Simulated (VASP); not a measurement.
# CaVAgO4 (Pnma) in VASP: single point with PBE

Aim: the single point of CaVAgO4 with PBE.

Everything below comes from runs of VASP 6.6.1. Logs are shortened: lines on timing, memory, paths and dates and some standing lists are left out, and cuts for length are marked.

### 1 The cell of the first run

It takes space group Pnma (No. 62, orthorhombic). The conventional cell has a = 7.033 Å, b = 5.867 Å, c = 9.386 Å, α = 90.00°, β = 90.00°, γ = 90.00°. Ca (site symmetry m) has 6 O at 2.35 to 2.36 Å within 3.1 Å. Within 2.3 Å of V (site symmetry m) lie 4 O at 1.70 to 1.75 Å. Ag (site symmetry m) has 4 O at 2.23 to 2.58 Å within 2.9 Å. Within 2.3 Å of O (site symmetry m) lie 1 V at 1.70 Å and 1 Ag at 2.26 Å. Within 2.3 Å of O (site symmetry 1) lie 1 V at 1.75 Å. Within 2.3 Å of O (site symmetry m) lie 1 V at 1.71 Å and 1 Ag at 2.23 Å.

### 2 Single point, PBE

INCAR reads:

```
SYSTEM = CaVAgO4
PREC = Accurate
ENCUT = 520
EDIFF = 1E-6
ISMEAR = -1
SIGMA = 0.02
LREAL = Auto
LASPH = .True.
NELM = 100
ALGO = Normal
ISIF = 2
LWAVE = .False.
LCHARG = .False.
GGA = PE
NBANDS = 136
```

KPOINTS reads:

```
Automatic mesh
0
Gamma
  3 4 3
  0 0 0
```

POSCAR reads:

```
CaVAgO4
1.0
    7.0325500000      0.0000000000      0.0000000000
    0.0000000000      5.8668400000      0.0000000000
    0.0000000000      0.0000000000      9.3856000000
Ca V Ag O
4 4 4 16
Direct
    0.9982046730      0.2500000000      0.7326968198
    0.5017953270      0.7500000000      0.2326968198
    0.4982046730      0.2500000000      0.7673031802
    0.0017953270      0.7500000000      0.2673031802
    0.2413197300      0.2500000000      0.3964506788
    0.2586802700      0.7500000000      0.8964506788
    0.7413197300      0.2500000000      0.1035493212
    0.7586802700      0.7500000000      0.6035493212
    0.2128486741      0.2500000000      0.0629531469
    0.2871513259      0.7500000000      0.5629531469
    0.7128486741      0.2500000000      0.4370468531
    0.7871513259      0.7500000000      0.9370468531
    0.5283496498      0.2500000000      0.0179579269
    0.9716503502      0.7500000000      0.5179579269
    0.0283496498      0.2500000000      0.4820420731
    0.4716503502      0.7500000000      0.9820420731
    0.2420993793      0.5075005102      0.7893805604
    0.2579006207      0.4924994898      0.2893805604
    0.7420993793      0.9924994898      0.7106194396
    0.7579006207      0.0075005102      0.2106194396
    0.7579006207      0.4924994898      0.2106194396
    0.7420993793      0.5075005102      0.7106194396
    0.2579006207      0.0075005102      0.2893805604
    0.2420993793      0.9924994898      0.7893805604
    0.4174836767      0.2500000000      0.5227585741
    0.0825163233      0.7500000000      0.0227585741
    0.9174836767      0.2500000000      0.9772414259
    0.5825163233      0.7500000000      0.4772414259
```

Potentials or basis: VASP PAW PBE potentials, release 64 (Ca_sv, V_sv, Ag, O).

The run is started by

```
$ cat potpaw_PBE.64/Ca_sv/POTCAR potpaw_PBE.64/V_sv/POTCAR potpaw_PBE.64/Ag/POTCAR potpaw_PBE.64/O/POTCAR > POTCAR
$ mpirun -np 1 vasp_std > vasp.out
```

OUTCAR:

```text
SYSTEM = CaVAgO4
   PREC = Accurate
   ENCUT = 520
   EDIFF = 1E-6
   ISMEAR = -1
   LREAL = Auto
   LASPH = .True.
   NELM = 100
   ISIF = 2
   GGA = PE

 ion  position               nearest neighbor table
   1  0.998  0.250  0.733-  17 2.35  24 2.35  22 2.36  19 2.36  15 2.36  27 2.36
   2  0.502  0.750  0.233-  18 2.35  23 2.35  21 2.36  20 2.36  16 2.36  28 2.36
   3  0.498  0.250  0.767-  19 2.35  22 2.35  17 2.36  24 2.36  13 2.36  25 2.36
   4  0.002  0.750  0.267-  20 2.35  21 2.35  18 2.36  23 2.36  14 2.36  26 2.36
   5  0.241  0.250  0.396-  15 1.70  25 1.71  23 1.75  18 1.75   9 3.14
   6  0.259  0.750  0.896-  16 1.70  26 1.71  24 1.75  17 1.75  10 3.14
   7  0.741  0.250  0.104-  13 1.70  27 1.71  21 1.75  20 1.75  11 3.14
   8  0.759  0.750  0.604-  14 1.70  28 1.71  22 1.75  19 1.75  12 3.14
   9  0.213  0.250  0.063-  27 2.23  13 2.26  23 2.58  18 2.58   5 3.14
  10  0.287  0.750  0.563-  28 2.23  14 2.26  24 2.58  17 2.58   6 3.14
  11  0.713  0.250  0.437-  25 2.23  15 2.26  21 2.58  20 2.58   7 3.14
  12  0.787  0.750  0.937-  26 2.23  16 2.26  22 2.58  19 2.58   8 3.14
  13  0.528  0.250  0.018-   7 1.70   9 2.26   3 2.36
  14  0.972  0.750  0.518-   8 1.70  10 2.26   4 2.36
  15  0.028  0.250  0.482-   5 1.70  11 2.26   1 2.36
  16  0.472  0.750  0.982-   6 1.70  12 2.26   2 2.36
  17  0.242  0.508  0.789-   6 1.75   1 2.35   3 2.36  10 2.58
  18  0.258  0.492  0.289-   5 1.75   2 2.35   4 2.36   9 2.58
  19  0.742  0.992  0.711-   8 1.75   3 2.35   1 2.36  12 2.58
  20  0.758  0.008  0.211-   7 1.75   4 2.35   2 2.36  11 2.58
  21  0.758  0.492  0.211-   7 1.75   4 2.35   2 2.36  11 2.58
  22  0.742  0.508  0.711-   8 1.75   3 2.35   1 2.36  12 2.58
  23  0.258  0.008  0.289-   5 1.75   2 2.35   4 2.36   9 2.58
  24  0.242  0.992  0.789-   6 1.75   1 2.35   3 2.36  10 2.58
  25  0.417  0.250  0.523-   5 1.71  11 2.23   3 2.36
  26  0.083  0.750  0.023-   6 1.71  12 2.23   4 2.36
  27  0.917  0.250  0.977-   7 1.71   9 2.23   1 2.36
  28  0.583  0.750  0.477-   8 1.71  10 2.23   2 2.36

  LATTYP: Found a simple orthorhombic cell.
 ALAT       =     5.8668400000
 B/A-ratio  =     1.1986946977
 C/A-ratio  =     1.5997709159

  Lattice vectors:

 A1 = (   0.0000000000,  -5.8668400000,   0.0000000000)
 A2 = (   7.0325500000,   0.0000000000,   0.0000000000)
 A3 = (   0.0000000000,   0.0000000000,   9.3856000000)

Analysis of symmetry for initial positions (statically):
=====================================================================
 Subroutine PRICEL returns:
 Original cell was already a primitive cell.

 Routine SETGRP: Setting up the symmetry group for a
 simple orthorhombic supercell.

 Subroutine GETGRP returns: Found  8 space group operations
 (whereof  2 operations were pure point group operations)
 out of a pool of  8 trial point group operations.

The static configuration has the point symmetry S_2 .
 The point group associated with its full space group is D_2h.

Analysis of symmetry for dynamics (positions and initial velocities):
=====================================================================
 Subroutine PRICEL returns:
 Original cell was already a primitive cell.

 Routine SETGRP: Setting up the symmetry group for a
 simple orthorhombic supercell.

 Subroutine GETGRP returns: Found  8 space group operations
 (whereof  2 operations were pure point group operations)
 out of a pool of  8 trial point group operations.

The dynamic configuration has the point symmetry S_2 .
 The point group associated with its full space group is D_2h.

 Subroutine INISYM returns: Found  8 space group operations
 (whereof  2 operations are pure point group operations),
 and found     1 'primitive' translations

----------------------------------------------------------------------------------------

                                     Primitive cell

  volume of cell :     387.2390

  direct lattice vectors                    reciprocal lattice vectors
     7.032550000  0.000000000  0.000000000     0.142195932  0.000000000  0.000000000
     0.000000000  5.866840000  0.000000000     0.000000000  0.170449509  0.000000000
     0.000000000  0.000000000  9.385600000     0.000000000  0.000000000  0.106546198

  length of vectors
[... 64 lines left out ...]

 KPOINTS: Automatic mesh

Automatic generation of k-mesh.
 Grid dimensions read from file:
 generate k-points for:    3    4    3

 Generating k-lattice:

  Cartesian coordinates                     Fractional coordinates (reciprocal lattice)
     0.047398644  0.000000000  0.000000000     0.333333333  0.000000000  0.000000000
     0.000000000  0.042612377  0.000000000     0.000000000  0.250000000  0.000000000
     0.000000000  0.000000000  0.035515399     0.000000000  0.000000000  0.333333333

  Length of vectors
     0.047398644  0.042612377  0.035515399

  Shift w.r.t. Gamma in fractional coordinates (k-lattice)
     0.000000000  0.000000000  0.000000000

 Subroutine IBZKPT returns following result:
 ===========================================

 Found     12 irreducible k-points:

 Following reciprocal coordinates:
            Coordinates               Weight
  0.000000  0.000000  0.000000      1.000000
  0.333333  0.000000  0.000000      2.000000
  0.000000  0.250000  0.000000      2.000000
  0.333333  0.250000  0.000000      4.000000
  0.000000  0.500000  0.000000      1.000000
  0.333333  0.500000  0.000000      2.000000
  0.000000  0.000000  0.333333      2.000000
  0.333333  0.000000  0.333333      4.000000
  0.000000  0.250000  0.333333      4.000000
  0.333333  0.250000  0.333333      8.000000
  0.000000  0.500000  0.333333      2.000000
  0.333333  0.500000  0.333333      4.000000
   k-points           NKPTS =     12   k-points in BZ     NKDIM =     12   number of bands    NBANDS=    136
   number of dos      NEDOS =    301   number of ions     NIONS =     28
   total plane-waves  NPLWV = 181440
   dimension x,y,z NGX =    54 NGY =   48 NGZ =   70
   dimension x,y,z NGXF=   108 NGYF=   96 NGZF=  140
   ions per type =               4   4   4  16
   NGX,Y,Z   is equivalent  to a cutoff of  12.77, 13.60, 12.40 a.u.
   NGXF,Y,Z  is equivalent  to a cutoff of  25.53, 27.20, 24.80 a.u.
 SYSTEM =  CaVAgO4
   PREC   = accura    normal or accurate (medium, high low for compatibility)
   ISTART =      0    job   : 0-new  1-cont  2-samecut
   ICHARG =      2    charge: 1-file 2-atom 10-const
   ISPIN  =      1    spin polarized calculation?
   LNONCOLLINEAR =      F non collinear calculations
   LSORBIT =      F    spin-orbit coupling
   LASPH  =      T    aspherical Exc in radial PAW
   ENCUT  =  520.0 eV  38.22 Ry    6.18 a.u.  13.08 10.91 17.45*2*pi/ulx,y,z
   NELM   =    100;   NELMIN=  2; NELMDL= -5     # of ELM steps
   EDIFF  = 0.1E-05   stopping-criterion for ELM
   LREAL  =      T    real-space projection
   EDIFFG = 0.1E-04   stopping-criterion for IOM
   NSW    =      0    number of steps for IOM
   IBRION =     -1    ionic relax: 0-MD 1-quasi-New 2-CG
   NFREE  =      0    steps in history (QN), initial steepest desc. (CG)
   ISIF   =      2    stress and relaxation
   ISYM   =      2    0-nonsym 1-usesym 2-fastsym
   POTIM  = 0.5000    time-step for ionic-motion
   TEBEG  =    0.0;   TEEND  =   0.0 temperature during run
   PSTRESS=    0.0 pullay stress
   NELECT =     232.0000    total number of electrons
   NUPDOWN=      -1.0000    fix difference up-down
   EMIN   =  10.00;   EMAX   =-10.00  energy-range for DOS
   EFERMI =   0.00;   METHOD = LEGACY
   ISMEAR =    -1;   SIGMA  =   0.02  broadening in eV -4-tet -1-fermi 0-gaus
   EFERMI_NEDOS =   21; number of points for ismear=-14 and -15
   IALGO  =     38    algorithm
   IMIX   =      4    mixing-type and parameters
     AMIX     =   0.40;   BMIX     =  1.00
     AMIX_MAG =   1.60;   BMIX_MAG =  1.00
  volume/ion in A,a.u.               =      13.83        93.33
  Fermi-wavevector in a.u.,A,eV,Ry     =   1.380102  2.608014 25.914758  1.904681
  Thomas-Fermi vector in A             =   2.505010
   LORBIT       =      0    0 simple, 1 ext, 2 COOP (PROOUT), +10 PAW based schemes
   GGA     = PE    functional components
   LHFCALC =     F    Hartree Fock is set to
   AEXX    =    0.0000 exact exchange contribution
   IVDW    =     0    specifies the selected vdW correction
   LEPSILON=     F    determine dielectric tensor
   LRPA    =     F    only Hartree local field effects (RPA)
 non-spin polarized calculation
  energy-cutoff  :      520.00
  volume of cell :      387.24
 maximum number of plane-waves:     10446
 NGX is ok and might be reduce to    54
   NGX = 27   NGY = 21   NGZ = 35

 number of electron     232.0000114 magnetization

 Free energy of the ion-electron system (eV)
  ---------------------------------------------------
  ext. energy  EPLUGINS =         0.00000000
  ---------------------------------------------------
  free energy    TOTEN  =      -195.82927178 eV

  energy without entropy =     -195.82927178  energy(sigma->0) =     -195.82927178

 E-fermi :   3.7005     XC(G=0): -10.3275

 val. band max:        3.1061384699   @ k =   0.3333   0.0000   0.0000
 cond. band min:       5.2595028335   @ k =   0.0000   0.0000   0.3333
 fundamental gap:      2.1533643636
 Fermi energy:         3.7005092218

 k-point     1 :       0.0000    0.0000    0.0000
  band No.  band energies     occupation
      1     -61.4268      2.00000
      2     -61.4268      2.00000
      3     -61.4268      2.00000
      4     -61.4268      2.00000
      5     -35.4167      2.00000
      6     -35.4086      2.00000
[... 1561 lines left out ...]
    127       6.8160      0.00000
    128       6.8160      0.00000
 [bands above 128 left out]

------------------------ aborting loop because EDIFF is reached ----------------------------------------

  FORCE on cell =-STRESS in cart. coord.  units (eV):
  Direction    XX          YY          ZZ          XY          YZ          ZX
  --------------------------------------------------------------------------------------
  -------------------------------------------------------------------------------------
  Total        7.6687741      9.3184863      7.1504507      0.0000000      0.0000000      0.0000000
  in kB       31.7290752     38.5546566     29.5845443      0.0000000      0.0000000      0.0000000
  external PRESSURE =      33.2894254 kB  Pullay stress =       0.0000000 kB

 VOLUME and BASIS-vectors are now :
 -----------------------------------------------------------------------------
  energy-cutoff  :      520.00
  volume of cell :      387.24
      direct lattice vectors                 reciprocal lattice vectors
     7.032550000  0.000000000  0.000000000     0.142195932  0.000000000  0.000000000
     0.000000000  5.866840000  0.000000000     0.000000000  0.170449509  0.000000000
     0.000000000  0.000000000  9.385600000     0.000000000  0.000000000  0.106546198

 POSITION                                       TOTAL-FORCE (eV/Angst)
 -----------------------------------------------------------------------------------
      7.01992      1.46671      6.87680         0.007101      0.000000     -0.003025
      3.52890      4.40013      2.18400        -0.007101      0.000000     -0.003025
      3.50365      1.46671      7.20160         0.007101      0.000000      0.003025
      0.01263      4.40013      2.50880        -0.007101      0.000000      0.003025
      1.69709      1.46671      3.72093         0.017982      0.000000     -0.018216
      1.81918      4.40013      8.41373        -0.017982      0.000000     -0.018216
[... 20 lines left out ...]
      6.45225      1.46671      9.17200         0.111883      0.000000     -0.086540
      4.09658      4.40013      4.47920        -0.111883      0.000000     -0.086540
 -----------------------------------------------------------------------------------
    total drift:                                0.000000      0.000000      0.000000

  FREE ENERGIE OF THE ION-ELECTRON SYSTEM (eV)
  ---------------------------------------------------
  free  energy   TOTEN  =      -195.8292717773 eV

  energy  without entropy=     -195.8292717773  energy(sigma->0) =     -195.82927178
```

Run time: 22 min. Hardware: 1 thread of Intel Xeon Platinum 8259CL at 2.50GHz (Skylake/Cascade Lake), shared host; peak memory 0.68 GiB.

Results:

```yaml
Free_energy: -195.8293 eV
Pressure: 3.3 GPa
Largest_force: 0.160 eV/Å
Band_gap_on_the_k_mesh: 2.15 eV, indirect (least direct gap 2.38 eV)
```

Forces in eV/Å, atoms in the order of the input:
```
Ca   0.007  0.000 -0.003
Ca  -0.007  0.000 -0.003
Ca   0.007  0.000  0.003
Ca  -0.007  0.000  0.003
V    0.018  0.000 -0.018
V   -0.018  0.000 -0.018
V    0.018  0.000  0.018
V   -0.018  0.000  0.018
Ag   0.007  0.000  0.002
Ag  -0.007  0.000  0.002
Ag   0.007  0.000 -0.002
Ag  -0.007  0.000 -0.002
O   -0.151  0.000 -0.052
O    0.151  0.000 -0.052
O   -0.151  0.000  0.052
O    0.151  0.000  0.052
O   -0.009 -0.076 -0.069
O    0.009  0.076 -0.069
O   -0.009  0.076  0.069
O    0.009 -0.076  0.069
O    0.009  0.076  0.069
O   -0.009 -0.076  0.069
O    0.009 -0.076 -0.069
O   -0.009  0.076 -0.069
O    0.112  0.000  0.087
O   -0.112  0.000  0.087
O    0.112  0.000 -0.087
O   -0.112  0.000 -0.087
```

A k mesh can miss the band edges. Expect the measured gap to be larger: semilocal functionals such as PBE lack the derivative discontinuity.
